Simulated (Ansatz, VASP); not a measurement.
## One calculation of TePb, two programs

```xyz
2
Lattice="3.9392 0.0000 0.0000 0.0000 3.9392 0.0000 0.0000 0.0000 3.9392" Properties=species:S:1:pos:R:3 pbc="T T T"
Pb    0.0000    0.0000    0.0000
Te    1.9696    1.9696    1.9696
```

Alike in both runs: task single point; functional PBEsol; k mesh 10 × 10 × 10; occupations gaussian, width 0.1 eV; no spin polarisation.

|  | VASP | Ansatz |
| --- | --- | --- |
| version | VASP 6.6.1 | Ansatz 0.2.0 |
| potentials or method | VASP PAW PBE potentials, release 64 (Pb_d, Te), cutoff 520 eV | scalar-relativistic, plane waves, PAW |
| valence electrons in the cell | 20 | 30 |

```tsv
	VASP	Ansatz	Ansatz less VASP
gap on the k mesh at the Fermi level (eV)	none	none	-
pressure (GPa)	-1.1	-1.1	+0.03
```

VASP's potentials were made for PBE, not for PBEsol. A gap of «none» marks a metal or a gap that the smearing closes. VASP's potentials hold 20 valence electrons a cell and Ansatz's 30, so a difference there can come from the potentials and not from the codes.

Neither program's run includes spin-orbit coupling.
